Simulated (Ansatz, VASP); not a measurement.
## TaN in VASP and in Ansatz

INCAR

```
SYSTEM = TaN
PREC = Accurate
ENCUT = 520
EDIFF = 1E-7
ISMEAR = 0
SIGMA = 0.15
LREAL = .False.
LASPH = .True.
NELM = 60
ALGO = Normal
ISIF = 2
LWAVE = .False.
LCHARG = .False.
GGA = PE
NBANDS = 15
```

Contents of KPOINTS:

```
Automatic mesh
0
Gamma
  24 24 22
  0 0 0
```

POSCAR

```
TaN
1.0
    2.8579303578      0.0000000000      0.0000000000
   -1.4289651789      2.4750402921      0.0000000000
    0.0000000000      0.0000000000      3.0878719003
Ta N
1 1
Direct
    0.3333333333      0.6666666667      0.5000000000
    0.0000000000      0.0000000000      0.0000000000
```

Input for Ansatz:

```yaml
crystal:
  lattice:
    - [2.8579303578, 0.0, 0.0]
    - [-1.4289651789, 2.4750402921, 0.0]
    - [0.0, 0.0, 3.0878719003]
  atoms:
    - { symbol: Ta, position: [0.3333333333, 0.6666666667, 0.5] }
    - { symbol: "N", position: [0.0, 0.0, 0.0] }
basis:
  ecutwfc: 420
kpoints:
  mp_grid: { grid: [24, 24, 22] }
hamiltonian:
  xc: pbe
scf:
  occupations: { method: gaussian, width: 0.15 }
output:
  forces: true
  stress: true
  eigenvalues: true
```

Alike in both runs: task single point; functional PBE; k mesh 24 × 24 × 22; occupations gaussian, width 0.15 eV; no spin polarisation.

|  | VASP | Ansatz |
| --- | --- | --- |
| version | VASP 6.6.1 | Ansatz 0.2.0 |
| potentials or method | VASP PAW PBE potentials, release 64 (Ta_pv, N), cutoff 520 eV | scalar-relativistic, plane waves, PAW |
| valence electrons in the cell | 16 | 18 |

|  | VASP | Ansatz | Ansatz less VASP |
| --- | --- | --- | --- |
| gap on the k mesh at the Fermi level (eV) | none | none | - |
| pressure (GPa) | 0.1 | -0.5 | -0.64 |
| traceless stress, the component that is largest in VASP (GPa) | -38.89 | -38.98 | -0.095 |

A gap of «none» marks a metal or a gap that the smearing closes. VASP's potentials hold 16 valence electrons a cell and Ansatz's 18, so a difference there can come from the potentials and not from the codes.

Spin-orbit coupling is off throughout.
